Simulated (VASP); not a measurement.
Here is a VASP 6.6.1 calculation.

File POSCAR:

```
Se
1.0
    1.9250000000      1.1114000000      0.8816700000
   -1.9250000000      1.1114000000      0.8816700000
    0.0000000000     -2.2228000000      0.8816700000
Se
1
Direct
    0.0000000000      0.0000000000      0.0000000000
```

INCAR.step1

```
PREC = Accurate
ENCUT = 520
ISMEAR = 1
SIGMA = 0.1
LREAL = False
LASPH = True
NELM = 100
NBANDS = 9
GGA = PE
ALGO = Normal
EDIFF = 1E-4
LWAVE = True
LCHARG = False
```

INCAR.step2

```
PREC = Accurate
ENCUT = 520
EDIFF = 1E-6
ISMEAR = 1
SIGMA = 0.1
LREAL = False
LASPH = True
NELM = 100
ALGO = Normal
ISIF = 2
LWAVE = False
LCHARG = False
METAGGA = R2SCAN
LMIXTAU = True
IVDW = 12
VDW_S6 = 1.0
VDW_S8 = 0.78981345
VDW_A1 = 0.49484001
VDW_A2 = 5.73083694
NBANDS = 9
ISTART = 1
```

KPOINTS

```
regular mesh
0
Gamma
  13 13 13
```

Potentials or basis: VASP PAW PBE potentials, release 64 (Se).

Command:

```bash
$ cat potpaw_PBE.64/Se/POTCAR > POTCAR
$ cp INCAR.step1 INCAR
$ mpirun -np 1 vasp_std > vasp.out
$ cp INCAR.step2 INCAR
$ mpirun -np 1 vasp_std > vasp.out
```

Question: Estimate the band gap on the k mesh.

Answer: Zero (band 3 reaches 22.95 eV, above the bottom of band 4 at 7.37 eV).

Question: Predict the pressure.

Answer: 156.9 GPa.

Stress tensor (GPa, compression positive):
```
156.44   0.00   0.00
  0.00 156.44   0.00
  0.00   0.00 157.96
```

Caveat: the PAW data sets were made with another functional, which shifts forces and pressure a little; pairwise dispersion overbinds metals, which lowers pressure and volume.
